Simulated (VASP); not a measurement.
# YZr3 (P4/mmm) in VASP: further runs

YZr3 is run at these levels: PBE; tasks: single point.

Everything below comes from runs of VASP 6.6.1. Logs are shortened: lines on timing, memory, paths and dates and some standing lists are left out, and cuts for length are marked.

## (1) The cell of the first run

It takes space group P4/mmm (No. 123, tetragonal). Conventional cell: a = 3.211 Å, b = 3.211 Å, c = 9.806 Å, α = 90.00°, β = 90.00°, γ = 90.00°. Within 4.2 Å of Y (site symmetry 4/mmm) lie 4 Y at 3.21 Å and 8 Zr at 3.51 Å. Within 4.2 Å of Zr (site symmetry 4mm) lie 8 Zr at 3.18 to 3.21 Å and 4 Y at 3.51 Å. Within 4.2 Å of Zr (site symmetry 4/mmm) lie 12 Zr at 3.18 to 3.21 Å.

## (2) Single point, PBE

File INCAR:

```
SYSTEM = YZr3
PREC = Accurate ; ENCUT = 520
EDIFF = 1E-6 ; ISMEAR = 0
SIGMA = 0.1 ; LREAL = .False.
LASPH = .True. ; NELM = 60
ALGO = Fast ; ISIF = 2
LWAVE = .False. ; LCHARG = .False.
GGA = PE ; NBANDS = 32
```

File KPOINTS:

```
Automatic mesh
0
Gamma
  14 14 6
  0 0 0
```

File POSCAR:

```
YZr3
1.0
    3.2106458516      0.0000000000      0.0000000000
    0.0000000000      3.2106458516      0.0000000000
    0.0000000000      0.0000000000      9.8057193641
Y Zr
1 3
Direct
    0.5000000000      0.5000000000      0.0000000000
    0.0000000000      0.0000000000      0.7265277775
    0.5000000000      0.5000000000      0.5000000000
    0.0000000000      0.0000000000      0.2734722225
```

Potentials or basis: VASP PAW PBE potentials, release 64 (Y_sv, Zr_sv).

The run is started by

```bash
$ cat potpaw_PBE.64/Y_sv/POTCAR potpaw_PBE.64/Zr_sv/POTCAR > POTCAR
$ mpirun -np 1 vasp_std > vasp.out
```

OUTCAR:

```text
SYSTEM = YZr3
   PREC = Accurate
   ENCUT = 520
   EDIFF = 1E-6
   ISMEAR = 0
   LREAL = .False.
   LASPH = .True.
   NELM = 60
   ISIF = 2
   GGA = PE

 ion  position               nearest neighbor table
   1  0.500  0.500  0.000-   2 3.51   4 3.51   2 3.51   4 3.51   2 3.51   4 3.51   2 3.51   4 3.51

   2  0.000  0.000  0.727-   3 3.18   3 3.18   3 3.18   3 3.18   1 3.51   1 3.51   1 3.51   1 3.51

   3  0.500  0.500  0.500-   2 3.18   4 3.18   2 3.18   4 3.18   2 3.18   4 3.18   2 3.18   4 3.18

   4  0.000  0.000  0.273-   3 3.18   3 3.18   3 3.18   3 3.18   1 3.51   1 3.51   1 3.51   1 3.51

  LATTYP: Found a simple tetragonal cell.
 ALAT       =     3.2106458516
 C/A-ratio  =     3.0541267450

  Lattice vectors:

 A1 = (   3.2106458516,   0.0000000000,   0.0000000000)
 A2 = (   0.0000000000,   3.2106458516,   0.0000000000)
 A3 = (   0.0000000000,   0.0000000000,   9.8057193641)

Analysis of symmetry for initial positions (statically):
=====================================================================
 Subroutine PRICEL returns:
 Original cell was already a primitive cell.

 Routine SETGRP: Setting up the symmetry group for a
 simple tetragonal supercell.

 Subroutine GETGRP returns: Found 16 space group operations
 (whereof 16 operations were pure point group operations)
 out of a pool of 16 trial point group operations.

The static configuration has the point symmetry D_4h.

Analysis of symmetry for dynamics (positions and initial velocities):
=====================================================================
 Subroutine PRICEL returns:
 Original cell was already a primitive cell.

 Routine SETGRP: Setting up the symmetry group for a
 simple tetragonal supercell.

 Subroutine GETGRP returns: Found 16 space group operations
 (whereof 16 operations were pure point group operations)
 out of a pool of 16 trial point group operations.

The dynamic configuration has the point symmetry D_4h.

 Subroutine INISYM returns: Found 16 space group operations
 (whereof 16 operations are pure point group operations),
 and found     1 'primitive' translations

----------------------------------------------------------------------------------------

                                     Primitive cell

  volume of cell :     101.0798

  direct lattice vectors                    reciprocal lattice vectors
     3.210645852  0.000000000  0.000000000     0.311463813  0.000000000  0.000000000
     0.000000000  3.210645852  0.000000000     0.000000000  0.311463813  0.000000000
     0.000000000  0.000000000  9.805719364     0.000000000  0.000000000  0.101981299

  length of vectors
     3.210645852  3.210645852  9.805719364     0.311463813  0.311463813  0.101981299

  position of ions in fractional coordinates (direct lattice)
     0.500000000  0.500000000  0.000000000
     0.000000000  0.000000000  0.726527778
     0.500000000  0.500000000  0.500000000
     0.000000000  0.000000000  0.273472222

  ion indices of the primitive-cell ions
   primitive index   ion index
                 1           1
                 2           2
                 3           3
                 4           4

----------------------------------------------------------------------------------------

 KPOINTS: Automatic mesh

Automatic generation of k-mesh.
 Grid dimensions read from file:
 generate k-points for:   14   14    6

 Generating k-lattice:

  Cartesian coordinates                     Fractional coordinates (reciprocal lattice)
     0.022247415  0.000000000  0.000000000     0.071428571  0.000000000  0.000000000
     0.000000000  0.022247415  0.000000000     0.000000000  0.071428571  0.000000000
     0.000000000  0.000000000  0.016996883     0.000000000  0.000000000  0.166666667

  Length of vectors
     0.022247415  0.022247415  0.016996883

  Shift w.r.t. Gamma in fractional coordinates (k-lattice)
     0.000000000  0.000000000  0.000000000

 Subroutine IBZKPT returns following result:
 ===========================================

 Found    144 irreducible k-points:

 Following reciprocal coordinates:
            Coordinates               Weight
  0.000000  0.000000  0.000000      1.000000
  0.071429  0.000000  0.000000      4.000000
  0.142857  0.000000  0.000000      4.000000
  0.214286  0.000000  0.000000      4.000000
  0.285714  0.000000  0.000000      4.000000
  0.357143  0.000000  0.000000      4.000000
[... 16 lines left out ...]
  0.285714  0.214286  0.000000      8.000000
  0.357143  0.214286  0.000000      8.000000
 [... further k-points ...]
   k-points           NKPTS =    144   k-points in BZ     NKDIM =    144   number of bands    NBANDS=     32
   number of dos      NEDOS =    301   number of ions     NIONS =      4
   total plane-waves  NPLWV =  46080
   dimension x,y,z NGX =    24 NGY =   24 NGZ =   80
   dimension x,y,z NGXF=    48 NGYF=   48 NGZF=  160
   ions per type =               1   3
   NGX,Y,Z   is equivalent  to a cutoff of  12.43, 12.43, 13.56 a.u.
   NGXF,Y,Z  is equivalent  to a cutoff of  24.85, 24.85, 27.13 a.u.
 SYSTEM =  YZr3
   PREC   = accura    normal or accurate (medium, high low for compatibility)
   ISTART =      0    job   : 0-new  1-cont  2-samecut
   ICHARG =      2    charge: 1-file 2-atom 10-const
   ISPIN  =      1    spin polarized calculation?
   LNONCOLLINEAR =      F non collinear calculations
   LSORBIT =      F    spin-orbit coupling
   LASPH  =      T    aspherical Exc in radial PAW
   ENCUT  =  520.0 eV  38.22 Ry    6.18 a.u.   5.97  5.97 18.23*2*pi/ulx,y,z
   NELM   =     60;   NELMIN=  2; NELMDL= -5     # of ELM steps
   EDIFF  = 0.1E-05   stopping-criterion for ELM
   LREAL  =      F    real-space projection
   EDIFFG = 0.1E-04   stopping-criterion for IOM
   NSW    =      0    number of steps for IOM
   IBRION =     -1    ionic relax: 0-MD 1-quasi-New 2-CG
   NFREE  =      0    steps in history (QN), initial steepest desc. (CG)
   ISIF   =      2    stress and relaxation
   ISYM   =      2    0-nonsym 1-usesym 2-fastsym
   POTIM  = 0.5000    time-step for ionic-motion
   TEBEG  =    0.0;   TEEND  =   0.0 temperature during run
   PSTRESS=    0.0 pullay stress
   NELECT =      47.0000    total number of electrons
   NUPDOWN=      -1.0000    fix difference up-down
   EMIN   =  10.00;   EMAX   =-10.00  energy-range for DOS
   EFERMI =   0.00;   METHOD = LEGACY
   ISMEAR =     0;   SIGMA  =   0.10  broadening in eV -4-tet -1-fermi 0-gaus
   EFERMI_NEDOS =   21; number of points for ismear=-14 and -15
   IALGO  =     68    algorithm
   IMIX   =      4    mixing-type and parameters
     AMIX     =   0.40;   BMIX     =  1.00
     AMIX_MAG =   1.60;   BMIX_MAG =  1.00
  volume/ion in A,a.u.               =      25.27       170.53
  Fermi-wavevector in a.u.,A,eV,Ry     =   1.268292  2.396725 21.885861  1.608565
  Thomas-Fermi vector in A             =   2.401395
   LORBIT       =      0    0 simple, 1 ext, 2 COOP (PROOUT), +10 PAW based schemes
   GGA     = PE    functional components
   LHFCALC =     F    Hartree Fock is set to
   AEXX    =    0.0000 exact exchange contribution
   IVDW    =     0    specifies the selected vdW correction
   LEPSILON=     F    determine dielectric tensor
   LRPA    =     F    only Hartree local field effects (RPA)
 non-spin polarized calculation
 RMM-DIIS sequential band-by-band and
 Gauss-broadening in eV      SIGMA  =   0.10
  energy-cutoff  :      520.00
  volume of cell :      101.08
 maximum number of plane-waves:      2756
 NGX is ok and might be reduce to    24
   NGX = 11   NGY = 11   NGZ = 37

 number of electron      47.0000000 magnetization

 Free energy of the ion-electron system (eV)
  ---------------------------------------------------
  ext. energy  EPLUGINS =         0.00000000
  ---------------------------------------------------
  free energy    TOTEN  =       -31.63848483 eV

  energy without entropy =      -31.60652644  energy(sigma->0) =      -31.62250564

 E-fermi :   7.1504     XC(G=0): -10.6413

 val. band max:        7.1471151963   @ k =   0.2857   0.0714   0.3333
 cond. band min:       7.1526169311   @ k =   0.2857   0.0714   0.0000
 fundamental gap:      0.0055017348
 Fermi energy:         7.1504054347

 k-point     1 :       0.0000    0.0000    0.0000
  band No.  band energies     occupation
      1     -41.6284      2.00000
      2     -41.5909      2.00000
      3     -41.4498      2.00000
      4     -35.2915      2.00000
      5     -19.9196      2.00000
      6     -19.6432      2.00000
[... 24 lines left out ...]
     31       9.7256      0.00000
     32      10.1839      0.00000

 k-point     2 :       0.0714    0.0000    0.0000
  band No.  band energies     occupation
      1     -41.6247      2.00000
      2     -41.5887      2.00000
      3     -41.4490      2.00000
      4     -35.2875      2.00000
      5     -19.9124      2.00000
      6     -19.6566      2.00000
[... 24 lines left out ...]
     31       9.8633      0.00000
     32      10.2382      0.00000

 k-point     3 :       0.1429    0.0000    0.0000
  band No.  band energies     occupation
      1     -41.6142      2.00000
      2     -41.5823      2.00000
      3     -41.4468      2.00000
      4     -35.2763      2.00000
      5     -19.8941      2.00000
      6     -19.6999      2.00000
[... 24 lines left out ...]
     31      10.0320      0.00000
     32      10.1023      0.00000

 k-point     4 :       0.2143    0.0000    0.0000
  band No.  band energies     occupation
      1     -41.5985      2.00000
      2     -41.5731      2.00000
      3     -41.4441      2.00000
      4     -35.2600      2.00000
      5     -19.8783      2.00000
      6     -19.7723      2.00000
[... 24 lines left out ...]
     31       9.7179      0.00000
     32      10.2124      0.00000

 k-point     5 :       0.2857    0.0000    0.0000
  band No.  band energies     occupation
      1     -41.5802      2.00000
      2     -41.5628      2.00000
      3     -41.4419      2.00000
      4     -35.2418      2.00000
      5     -19.8965      2.00000
      6     -19.8580      2.00000
[... 584 lines left out ...]
     31       9.8295      0.00000
     32      10.2165      0.00000

 k-point    22 :       0.2143    0.2143    0.0000
  band No.  band energies     occupation
      1     -41.5723      2.00000
      2     -41.5555      2.00000
      3     -41.4350      2.00000
      4     -35.2289      2.00000
      5     -19.8264      2.00000
      6     -19.7550      2.00000
[... 24 lines left out ...]
     31       9.5003      0.00000
     32       9.6986      0.00000

 k-point    23 :       0.2857    0.2143    0.0000
  band No.  band energies     occupation
      1     -41.5567      2.00000
      2     -41.5453      2.00000
      3     -41.4302      2.00000
      4     -35.2109      2.00000
      5     -19.8314      2.00000
      6     -19.8074      2.00000
[... 24 lines left out ...]
     31       9.6537      0.00000
     32       9.9098      0.00000

 k-point    24 :       0.3571    0.2143    0.0000
  band No.  band energies     occupation
      1     -41.5421      2.00000
      2     -41.5362      2.00000
      3     -41.4264      2.00000
      4     -35.1947      2.00000
      5     -19.8828      2.00000
      6     -19.8810      2.00000
[... 24 lines left out ...]
     31       9.9682      0.00000
     32      10.2592      0.00000

 [... further k-points ...]

------------------------ aborting loop because EDIFF is reached ----------------------------------------

  FORCE on cell =-STRESS in cart. coord.  units (eV):
  Direction    XX          YY          ZZ          XY          YZ          ZX
  --------------------------------------------------------------------------------------
  -------------------------------------------------------------------------------------
  Total       -0.0112530     -0.0112530     -0.0481872      0.0000000     -0.0000000      0.0000000
  in kB       -0.1783664     -0.1783664     -0.7637971      0.0000000     -0.0000000      0.0000000
  external PRESSURE =      -0.3735100 kB  Pullay stress =       0.0000000 kB

 VOLUME and BASIS-vectors are now :
 -----------------------------------------------------------------------------
  energy-cutoff  :      520.00
  volume of cell :      101.08
      direct lattice vectors                 reciprocal lattice vectors
     3.210645852  0.000000000  0.000000000     0.311463813  0.000000000  0.000000000
     0.000000000  3.210645852  0.000000000     0.000000000  0.311463813  0.000000000
     0.000000000  0.000000000  9.805719364     0.000000000  0.000000000  0.101981299

 POSITION                                       TOTAL-FORCE (eV/Angst)
 -----------------------------------------------------------------------------------
      1.60532      1.60532      0.00000         0.000000     -0.000000      0.000000
      0.00000      0.00000      7.12413        -0.000000      0.000000      0.002600
      1.60532      1.60532      4.90286         0.000000     -0.000000      0.000000
      0.00000      0.00000      2.68159         0.000000     -0.000000     -0.002600
 -----------------------------------------------------------------------------------
    total drift:                                0.000000     -0.000000     -0.000000

  FREE ENERGIE OF THE ION-ELECTRON SYSTEM (eV)
  ---------------------------------------------------
  free  energy   TOTEN  =       -31.6384848340 eV

  energy  without entropy=      -31.6065264394  energy(sigma->0) =      -31.62250564
```

Wall time 23 min (1 thread of Intel Xeon 8259CL, shared host); peak memory 0.54 GiB.

What came out:

| Quantity | Value |
| --- | --- |
| Free energy | -31.6385 eV |
| Pressure | 0.0 GPa |
| Band gap on the k mesh | zero (an odd number of electrons rules out a gap without spin polarisation) |

Forces in eV/Å, atoms in the order of the input:
```
Y    0.000  0.000  0.000
Zr   0.000  0.000  0.003
Zr   0.000  0.000  0.000
Zr   0.000  0.000 -0.003
```

(Part 1 of 2 ends here.)
